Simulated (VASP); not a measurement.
Crystal: Ta3S5.

```
CELL_PARAMETERS angstrom
5.91123 0.00000 0.00000
-2.95562 5.11928 0.00000
0.00000 0.00000 4.75086
ATOMIC_POSITIONS crystal
Ta 0.50000 0.00000 0.00000
Ta 0.00000 0.50000 0.00000
Ta 0.50000 0.50000 0.00000
S 0.50000 0.00000 0.50000
S 0.00000 0.50000 0.50000
S 0.50000 0.50000 0.50000
S 0.00000 0.00000 0.75559
S 0.00000 0.00000 0.24441
```

* Program: VASP 6.6.1
* Task: relaxation of cell and atoms
* Functional: PBE
* Potentials or basis: VASP PAW PBE potentials, release 64 (Ta_pv, S)
* Cutoff: 600 eV
* k mesh: 6 × 6 × 8
* Occupations: gaussian, width 0.1 eV
* Spin: no spin polarisation

At the start: pressure 0.0 GPa; volume 17.97 Å³/atom.

Task: How do energy, volume and symmetry change on relaxing?

Result: Over 17 steps the energy falls by 5.1 meV/atom and the volume is 18.23 Å³/atom (+1.4 %); space group P6/mmm (No. 191, to 0.05 Å).

The path:
| step | energy change (eV) | largest force (eV/Å) | pressure (GPa) | volume (Å³) |
| --- | --- | --- | --- | --- |
| 1 | 0.0000 | 0.2659 | 0.01 | 143.77 |
| 2 | -0.0206 | 0.0234 | 2.25 | 143.77 |
| 3 | -0.0249 | 0.1143 | 1.57 | 143.77 |
| 4 | -0.0375 | 0.0120 | -0.24 | 147.28 |
| 5 | -0.0386 | 0.0191 | 0.15 | 146.48 |
| 6 | -0.0385 | 0.0717 | -0.25 | 146.56 |
| 7 | -0.0389 | 0.0433 | -0.04 | 146.52 |
| 8 | -0.0391 | 0.0452 | -0.02 | 146.45 |
| 9 | -0.0396 | 0.0484 | 0.03 | 146.26 |
| 10 | -0.0403 | 0.0403 | 0.15 | 145.88 |
| 11 | -0.0399 | 0.0359 | 0.43 | 145.11 |
| 12 | -0.0406 | 0.0254 | 0.23 | 145.64 |
| 13 | -0.0407 | 0.0242 | 0.18 | 145.67 |
| 14 | -0.0408 | 0.0181 | 0.05 | 145.73 |
| 15 | -0.0409 | 0.0173 | 0.03 | 145.75 |
| 16 | -0.0409 | 0.0124 | 0.03 | 145.76 |
| 17 | -0.0409 | 0.0029 | 0.04 | 145.82 |

Final structure:
```
Ta S
1.0
     5.97101    0.00000    0.00000
    -2.98550    5.17105    0.00000
     0.00000    0.00000    4.72255
Ta S
3 5
Direct
  0.50000 0.00000 0.00000
  0.00000 0.50000 0.00000
  0.50000 0.50000 0.00000
  0.50000 0.00000 0.50000
  0.00000 0.50000 0.50000
  0.50000 0.50000 0.50000
  0.00000 0.00000 0.76598
  0.00000 0.00000 0.23402
```
